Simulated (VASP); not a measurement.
# CdS in VASP: a series of runs, part 3 of 3

VASP 6.6.1.

## 5. Electric field gradients, PBEsol (zz strain of +2 %)

File INCAR:

```
ALGO = Normal ; EDIFF = 1E-8
ENCUT = 520 ; GGA = PS
ISIF = 2 ; ISMEAR = -1
LASPH = True ; LCHARG = False
LEFG = True ; LREAL = False
LWAVE = False ; NBANDS = 16
NELM = 80 ; PREC = Accurate
SIGMA = 0.02
```

File KPOINTS:

```
k-points
0
Gamma
  7 7 7
```

File POSCAR:

```
CdS
1.0
    0.0000000000      2.9429534649      3.0018125342
    2.9429534649      0.0000000000      3.0018125342
    2.9429534649      2.9429534649      0.0000000000
Cd S
1 1
Direct
    0.0000000000      0.0000000000      0.0000000000
    0.7500000000      0.7500000000      0.7500000000
```

Potentials or basis: VASP PAW PBE potentials, release 64 (Cd, S).

Run with:

```bash
cat potpaw_PBE.64/Cd/POTCAR potpaw_PBE.64/S/POTCAR > POTCAR
mpirun -np 1 vasp_std > vasp.out
```

OUTCAR:

```text
EDIFF = 1E-8
   ENCUT = 520
   GGA = PS
   ISIF = 2
   ISMEAR = -1
   LASPH = True
   LREAL = False
   NELM = 80
   PREC = Accurate

 ion  position               nearest neighbor table
   1  0.000  0.000  0.000-   2 2.57   2 2.57   2 2.57   2 2.57
   2  0.750  0.750  0.750-   1 2.57   1 2.57   1 2.57   1 2.57

  LATTYP: Found a body centered tetragonal cell.
 ALAT       =     4.1619647035
 C/A-ratio  =     1.4424978336

  Lattice vectors:

 A1 = (  -2.9429534649,   0.0000000000,   3.0018125342)
 A2 = (   2.9429534649,   0.0000000000,   3.0018125342)
 A3 = (   0.0000000000,   2.9429534649,  -3.0018125342)

Analysis of symmetry for initial positions (statically):
=====================================================================
 Subroutine PRICEL returns:
 Original cell was already a primitive cell.

 Routine SETGRP: Setting up the symmetry group for a
 body centered tetragonal supercell.

[... 644 lines left out ...]
      direct lattice vectors                 reciprocal lattice vectors
     0.000000000  2.942953465  3.001812534    -0.169897352  0.169897352  0.166566031
     2.942953465  0.000000000  3.001812534     0.169897352 -0.169897352  0.166566031
     2.942953465  2.942953465  0.000000000     0.169897352  0.169897352 -0.166566031

 POSITION                                       TOTAL-FORCE (eV/Angst)
 -----------------------------------------------------------------------------------
      0.00000      0.00000      0.00000        -0.000000     -0.000000      0.000000
      4.41443      4.41443      4.50272         0.000000      0.000000      0.000000
 -----------------------------------------------------------------------------------
    total drift:                                0.000000      0.000000      0.000001

  FREE ENERGIE OF THE ION-ELECTRON SYSTEM (eV)
  ---------------------------------------------------
  free  energy   TOTEN  =        -6.7939125434 eV

  energy  without entropy=       -6.7939125433  energy(sigma->0) =       -6.79391254

 Electric field gradients (V/A^2)
---------------------------------------------------------------------
 ion       V_xx      V_yy      V_zz      V_xy      V_xz      V_yz
---------------------------------------------------------------------
   1       2.945     2.945    -5.889     0.002     0.001     0.001
   2      -1.920    -1.920     3.839    -0.000    -0.000    -0.000
---------------------------------------------------------------------

 Electric field gradients after diagonalization (V/A^2)
 (convention: |V_zz| > |V_xx| > |V_yy|)
----------------------------------------------------------------------
 ion       V_xx      V_yy      V_zz     asymmetry (V_yy - V_xx)/ V_zz
----------------------------------------------------------------------
   1       2.946     2.943    -5.889       0.001
   2      -1.920    -1.919     3.839       0.000
----------------------------------------------------------------------

           NMR quadrupolar parameters

 Cq : quadrupolar parameter    Cq=e*Q*V_zz/h
 eta: asymmetry parameters     (V_yy - V_xx)/ V_zz
 Q  : nuclear electric quadrupole moment in mb (millibarn)
----------------------------------------------------------------------
 ion       Cq(MHz)       eta       Q (mb)
----------------------------------------------------------------------
   1      -0.014       0.001       1.000
   2       0.009       0.000       1.000
----------------------------------------------------------------------
```

OSZICAR:

```text
N       E                     dE             d eps       ncg     rms          rms(c)
DAV:   1     0.110032428439E+03    0.11003E+03   -0.89429E+03  1296   0.102E+03
DAV:   2    -0.285994215400E+01   -0.11289E+03   -0.10550E+03  1520   0.255E+02
DAV:   3    -0.727115341132E+01   -0.44112E+01   -0.44008E+01  1640   0.522E+01
DAV:   4    -0.729862010740E+01   -0.27467E-01   -0.27465E-01  1560   0.407E+00
DAV:   5    -0.729899242168E+01   -0.37231E-03   -0.37231E-03  1672   0.447E-01    0.699E+00
DAV:   6    -0.681529723678E+01    0.48370E+00   -0.80987E-01  1952   0.118E+01    0.576E+00
DAV:   7    -0.679664378305E+01    0.18653E-01   -0.15324E-01  1656   0.277E+00    0.282E+00
DAV:   8    -0.679403039089E+01    0.26134E-02   -0.15075E-02  1512   0.150E+00    0.220E-01
DAV:   9    -0.679381128518E+01    0.21911E-03   -0.17755E-03  1680   0.607E-01    0.594E-02
DAV:  10    -0.679386830695E+01   -0.57022E-04   -0.19048E-04  1632   0.149E-01    0.625E-02
DAV:  11    -0.679391829933E+01   -0.49992E-04   -0.85015E-05  1672   0.789E-02    0.258E-02
DAV:  12    -0.679391205835E+01    0.62410E-05   -0.17829E-05  1752   0.510E-02    0.759E-03
DAV:  13    -0.679391244591E+01   -0.38756E-06   -0.16695E-06  1576   0.808E-03    0.356E-03
DAV:  14    -0.679391253706E+01   -0.91145E-07   -0.22444E-07  1616   0.310E-03    0.214E-03
DAV:  15    -0.679391254338E+01   -0.63199E-08   -0.59866E-09  1272   0.552E-04
   1 F= -.67939125E+01 E0= -.67939125E+01  d E =-.266623E-10
```

stdout:

```text
POSCAR found type information on POSCAR CdS
 POSCAR found :  2 types and       2 ions
 scaLAPACK will be used
 -----------------------------------------------------------------------------
|                                                                             |
|                                                                             |
|     You enforced a specific xc type in the INCAR file but a different       |
|     I HOPE YOU KNOW WHAT YOU ARE DOING!                                     |
|                                                                             |
 -----------------------------------------------------------------------------

 LDA part: xc-table for (Slater+PW92), standard interpolation
 POSCAR, INCAR and KPOINTS ok, starting setup
 FFT: planning ... GRIDC
 FFT: planning ... GRID_SOFT
 FFT: planning ... GRID
 WAVECAR not read
 entering main loop
ion   1

ion   2
```

Run time: 30 s. Hardware: 1 thread of Intel Xeon 6975P-C (Granite Rapids), shared host; peak memory 0.19 GiB.

What came out:

| Property | Result |
| --- | --- |
| Free energy | -6.7939 eV |
| Pressure | -2.5 GPa |
| Band gap on the k mesh | 0.89 eV, direct |

Electric field gradients, principal values (V/Å²):
```
atom   least  middle  greatest (by size)
1 Cd   2.943   2.946              -5.889
 2 S  -1.919  -1.920               3.839
```

Caveat: the cell differs from its parent crystal (zz strain of +2 %); without QUAD_EFG the Cq values of the log hold for a quadrupole moment of 1 mb, not for the nuclei; the PAW data sets were made with another functional, which shifts forces and pressure a little.

## 6. Electric field gradients, PBEsol (volume scaled by 0.94)

File INCAR:

```
SYSTEM = CdS
PREC = Accurate
ENCUT = 520
EDIFF = 1E-8
ISMEAR = -1
SIGMA = 0.02
LREAL = .FALSE.
LASPH = .TRUE.
NELM = 100
ALGO = Normal
ISIF = 2
LWAVE = .FALSE.
LCHARG = .FALSE.
GGA = PS
LEFG = .TRUE.
NBANDS = 16
```

File KPOINTS:

```
Automatic mesh
0
G
  7 7 7
  0 0 0
```

File POSCAR:

```
CdS
1.0
    0.0000000000      2.8828763328      2.8828763328
    2.8828763328      0.0000000000      2.8828763328
    2.8828763328      2.8828763328      0.0000000000
Cd S
1 1
Direct
    0.0000000000      0.0000000000      0.0000000000
    0.7500000000      0.7500000000      0.7500000000
```

Potentials or basis: VASP PAW PBE potentials, release 64 (Cd, S).

Run with:

```bash
cat potpaw_PBE.64/Cd/POTCAR potpaw_PBE.64/S/POTCAR > POTCAR
mpirun -np 1 vasp_std > vasp.out
```

OUTCAR:

```text
SYSTEM = CdS
   PREC = Accurate
   ENCUT = 520
   EDIFF = 1E-8
   ISMEAR = -1
   LREAL = .FALSE.
   LASPH = .TRUE.
   NELM = 100
   ISIF = 2
   GGA = PS

 ion  position               nearest neighbor table
   1  0.000  0.000  0.000-   2 2.50   2 2.50   2 2.50   2 2.50
   2  0.750  0.750  0.750-   1 2.50   1 2.50   1 2.50   1 2.50

  LATTYP: Found a face centered cubic cell.
 ALAT       =     5.7657526656

  Lattice vectors:

 A1 = (   0.0000000000,   2.8828763328,   2.8828763328)
 A2 = (   2.8828763328,   0.0000000000,   2.8828763328)
 A3 = (   2.8828763328,   2.8828763328,   0.0000000000)

Analysis of symmetry for initial positions (statically):
=====================================================================
 Subroutine PRICEL returns:
 Original cell was already a primitive cell.

 Routine SETGRP: Setting up the symmetry group for a
 face centered cubic supercell.

 Subroutine GETGRP returns: Found 24 space group operations
[... 559 lines left out ...]
  volume of cell :       47.92
      direct lattice vectors                 reciprocal lattice vectors
     0.000000000  2.882876333  2.882876333    -0.173437894  0.173437894  0.173437894
     2.882876333  0.000000000  2.882876333     0.173437894 -0.173437894  0.173437894
     2.882876333  2.882876333  0.000000000     0.173437894  0.173437894 -0.173437894

 POSITION                                       TOTAL-FORCE (eV/Angst)
 -----------------------------------------------------------------------------------
      0.00000      0.00000      0.00000        -0.000000     -0.000000     -0.000000
      4.32431      4.32431      4.32431         0.000000      0.000000      0.000000
 -----------------------------------------------------------------------------------
    total drift:                                0.000001      0.000001      0.000001

  FREE ENERGIE OF THE ION-ELECTRON SYSTEM (eV)
  ---------------------------------------------------
  free  energy   TOTEN  =        -6.7993553497 eV

  energy  without entropy=       -6.7993553497  energy(sigma->0) =       -6.79935535

 Electric field gradients (V/A^2)
---------------------------------------------------------------------
 ion       V_xx      V_yy      V_zz      V_xy      V_xz      V_yz
---------------------------------------------------------------------
   1       0.000     0.000    -0.000    -0.002    -0.002    -0.002
   2       0.000     0.000     0.000    -0.000    -0.000    -0.000
---------------------------------------------------------------------

 Electric field gradients after diagonalization (V/A^2)
 (convention: |V_zz| > |V_xx| > |V_yy|)
----------------------------------------------------------------------
 ion       V_xx      V_yy      V_zz     asymmetry (V_yy - V_xx)/ V_zz
----------------------------------------------------------------------
   1       0.002     0.002    -0.004       0.000
   2       0.000     0.000    -0.000       0.000
----------------------------------------------------------------------

           NMR quadrupolar parameters

 Cq : quadrupolar parameter    Cq=e*Q*V_zz/h
 eta: asymmetry parameters     (V_yy - V_xx)/ V_zz
 Q  : nuclear electric quadrupole moment in mb (millibarn)
----------------------------------------------------------------------
 ion       Cq(MHz)       eta       Q (mb)
----------------------------------------------------------------------
   1      -0.000       0.000       1.000
   2      -0.000       0.000       1.000
----------------------------------------------------------------------
```

OSZICAR:

```text
N       E                     dE             d eps       ncg     rms          rms(c)
DAV:   1     0.106319469710E+03    0.10632E+03   -0.90352E+03   648   0.103E+03
DAV:   2    -0.312111851103E+01   -0.10944E+03   -0.10325E+03   784   0.250E+02
DAV:   3    -0.727219889515E+01   -0.41511E+01   -0.41429E+01   768   0.509E+01
DAV:   4    -0.729797351238E+01   -0.25775E-01   -0.25773E-01   856   0.400E+00
DAV:   5    -0.729829925920E+01   -0.32575E-03   -0.32574E-03   728   0.423E-01    0.845E+00
DAV:   6    -0.682285867023E+01    0.47544E+00   -0.77684E-01   976   0.125E+01    0.670E+00
DAV:   7    -0.680176726639E+01    0.21091E-01   -0.17381E-01   824   0.297E+00    0.312E+00
DAV:   8    -0.679954881590E+01    0.22185E-02   -0.18344E-02   744   0.174E+00    0.277E-01
DAV:   9    -0.679929034806E+01    0.25847E-03   -0.21428E-03   784   0.725E-01    0.505E-02
DAV:  10    -0.679931908301E+01   -0.28735E-04   -0.19637E-04   840   0.171E-01    0.553E-02
DAV:  11    -0.679935847409E+01   -0.39391E-04   -0.68381E-05   768   0.769E-02    0.211E-02
DAV:  12    -0.679935497708E+01    0.34970E-05   -0.13942E-05   880   0.491E-02    0.868E-03
DAV:  13    -0.679935561553E+01   -0.63846E-06   -0.24235E-06   728   0.891E-03    0.839E-03
DAV:  14    -0.679935539080E+01    0.22473E-06   -0.26999E-07   832   0.356E-03    0.288E-03
DAV:  15    -0.679935537364E+01    0.17156E-07   -0.28861E-08   744   0.104E-03    0.130E-03
DAV:  16    -0.679935535368E+01    0.19961E-07   -0.43387E-09   600   0.456E-04    0.129E-04
DAV:  17    -0.679935534973E+01    0.39570E-08   -0.11845E-09   368   0.214E-04
   1 F= -.67993553E+01 E0= -.67993553E+01  d E =-.651412E-11
```

It took 18 s on 1 thread of Intel Xeon Platinum 8488C (Sapphire Rapids), shared host; peak memory 0.17 GiB.

Results:

```
Free energy            : -6.7994 eV
Pressure               : 2.5 GPa
Band gap on the k mesh : 1.08 eV, direct
```

Levels at points of the mesh, in eV from the valence-band top:
| k point | band 6 | band 7 | band 8 | band 9 | band 10 | band 11 | band 12 | band 13 |
| --- | --- | --- | --- | --- | --- | --- | --- | --- |
| (0.00, 0.00, 0.00) | -7.33 | 0.00 | 0.00 | 0.00 | 1.08 | 6.43 | 6.43 | 6.43 |

Caveat: without QUAD_EFG the Cq values of the log hold for a quadrupole moment of 1 mb, not for the nuclei; the PAW data sets were made with another functional, which shifts forces and pressure a little.

## 7. Overview

| cell | gap on the mesh (eV) | pressure (GPa) |
| --- | --- | --- |
| a = 4.100, b = 4.100, c = 4.162 Å, angles 59.5, 59.5, 61.0°, 2 atoms | 0.96 | 0.3 |
| a = 4.141, b = 4.141, c = 4.162 Å, angles 59.8, 59.8, 60.3°, 2 atoms | 0.95 | -0.9 |
| a = 4.204, b = 4.204, c = 4.162 Å, angles 60.3, 60.3, 59.3°, 2 atoms | 0.89 | -2.5 |
| a = 4.077 Å, angles 60.0°, 2 atoms | 1.08 | 2.5 |

Alike in all rows: task electric field gradients; level PBEsol; potentials or basis VASP PAW PBE potentials, release 64 (Cd, S); no spin polarisation; k mesh 7 × 7 × 7; cutoff (eV) 520; smearing fermi-dirac 0.02 eV.

Caveats: the PAW data sets were made with another functional, which shifts forces and pressure a little.

Absolute energies hang on the potentials; compare differences alone.
